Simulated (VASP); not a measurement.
A run of VASP 6.6.1 is set up as follows.

The input INCAR:

```
SYSTEM = CuO
  ALGO = Normal
  EDIFF = 1E-6
  ENCUT = 820
  GGA = PE
  GGA_COMPAT = .FALSE.
  ISIF = 2
  ISMEAR = -1
  ISPIN = 2
  LASPH = .TRUE.
  LCHARG = .FALSE.
  LMAXMIX = 4
  LORBIT = 11
  LREAL = .FALSE.
  LWAVE = .FALSE.
  MAGMOM = 0.375 0.375 0 0
  NBANDS = 37
  NELM = 200
  NUPDOWN = 0.75
  PREC = Accurate
  SIGMA = 0.03
```

Contents of KPOINTS:

```
k-points
0
G
  7 7 4
  0 0 0
```

Contents of POSCAR:

```
CuO
1.0
    2.3446500000     -1.7134000000      0.0000000000
    2.3446500000      1.7134000000      0.0000000000
   -0.8605500000      0.0000000000      5.0594400000
Cu O
2 2
Direct
    0.0032000000      0.4968000000      0.0000000000
    0.4968000000      0.0032000000      0.5000000000
    0.5714000000      0.4056000000      0.2537000000
    0.4056000000      0.5714000000      0.7537000000
```

Potentials or basis: VASP PAW PBE potentials, release 64 (Cu_sv_GW, O).

Command:

```console
$ cat potpaw_PBE.64/Cu_sv_GW/POTCAR potpaw_PBE.64/O/POTCAR > POTCAR
$ mpirun -np 1 vasp_std > vasp.out
```

Task: What does it give for the pressure?

Result: 5.3 GPa.

Task: Predict the largest force.

Result: 0.786 eV/Å.

Forces on the atoms (eV/Å):
```
Cu  -0.662  0.334  0.259
Cu  -0.662 -0.334  0.259
O    0.662  0.270 -0.259
O    0.662 -0.270 -0.259
```

Caveat: the cell stands under pressure; the total moment is fixed, so each spin has its own Fermi level and the state may be an excited one.
